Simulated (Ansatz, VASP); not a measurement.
## One calculation of SrO, two programs

```xyz
2
Lattice="0.0000 2.5526 2.5526 2.5526 0.0000 2.5526 2.5526 2.5526 0.0000" Properties=species:S:1:pos:R:3 pbc="T T T"
Sr    0.0000    0.0000    0.0000
O     2.5526    2.5526    2.5526
```

Change from the starting cell: volume scaled by 0.98, crystal datasets.

Alike in both runs: task electric field gradients; functional PBEsol; k mesh 8 × 8 × 8; occupations fermi-dirac, width 0.03 eV; no spin polarisation.

```csv
,VASP,Ansatz
version,VASP 6.6.1,Ansatz 0.2.0
potentials or method,"VASP PAW PBE potentials, release 64 (Sr_sv, O), cutoff 520 eV","all-electron PAW with datasets made for the crystal, scalar-relativistic"
```

```csv
,VASP,Ansatz,Ansatz less VASP
gap on the k mesh at the Fermi level (eV),3.14,3.19,+0.049
pressure (GPa),1.6,1.0,-0.66
```

VASP's potentials were made for PBE, not for PBEsol. Ansatz ran all-electron here, and VASP with PAW potentials.
